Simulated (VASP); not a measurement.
Here is a VASP 6.6.1 calculation.

Contents of POSCAR:

```
WC
1.0
   -0.0073089467      2.1890295267      2.1890295267
    2.1890295267     -0.0073089467      2.1890295267
    2.1890295267      2.1890295267     -0.0073089467
W C
1 1
Direct
    0.0000000000      0.0000000000      0.0000000000
    0.5000000000      0.5000000000      0.5000000000
```

INCAR.step1

```
PREC     = Accurate       # precision mode
ENCUT    = 520            # plane-wave cutoff, eV
ISMEAR   = -1             # smearing method
SIGMA    = 0.1            # smearing width, eV
LREAL    = F              # projectors in reciprocal space
LASPH    = T              # aspherical terms in the spheres
NELM     = 80             # most SCF steps
NBANDS   = 16             # bands
GGA      = PE             # functional
ALGO     = Normal         # electronic algorithm
EDIFF    = 1E-4           # SCF threshold, eV
LWAVE    = T              # write WAVECAR
LCHARG   = F              # write CHGCAR
```

Contents of INCAR.step2:

```
PREC     = Accurate       # precision mode
ENCUT    = 520            # plane-wave cutoff, eV
EDIFF    = 1E-6           # SCF threshold, eV
ISMEAR   = -1             # smearing method
SIGMA    = 0.1            # smearing width, eV
LREAL    = F              # projectors in reciprocal space
LASPH    = T              # aspherical terms in the spheres
NELM     = 80             # most SCF steps
ALGO     = Normal         # electronic algorithm
ISIF     = 2              # what is computed and relaxed
LWAVE    = F              # write WAVECAR
LCHARG   = F              # write CHGCAR
METAGGA  = R2SCAN         # meta-GGA
LMIXTAU  = T            
NBANDS   = 16             # bands
ISTART   = 1
```

File KPOINTS:

```
regular mesh
0
Gamma
  14 14 14
```

Potentials or basis: VASP PAW PBE potentials, release 64 (W_sv, C).

Run with:

```sh
$ cat potpaw_PBE.64/W_sv/POTCAR potpaw_PBE.64/C/POTCAR > POTCAR
$ cp INCAR.step1 INCAR
$ mpirun -np 1 vasp_std > vasp.out
$ cp INCAR.step2 INCAR
$ mpirun -np 1 vasp_std > vasp.out
```

Problem. Estimate the band gap on the k mesh.

Solution. Zero (band 9 reaches 13.52 eV, above the bottom of band 10 at 10.20 eV).

Problem. Predict the pressure.

Solution. -3.4 GPa.

Stress tensor (GPa, compression positive):
```
-3.44  0.34  0.34
 0.34 -3.44  0.34
 0.34  0.34 -3.44
```

Caveat: the PAW data sets were made with another functional, which shifts forces and pressure a little; spin-orbit coupling is left out, which moves the levels of the heavy elements.
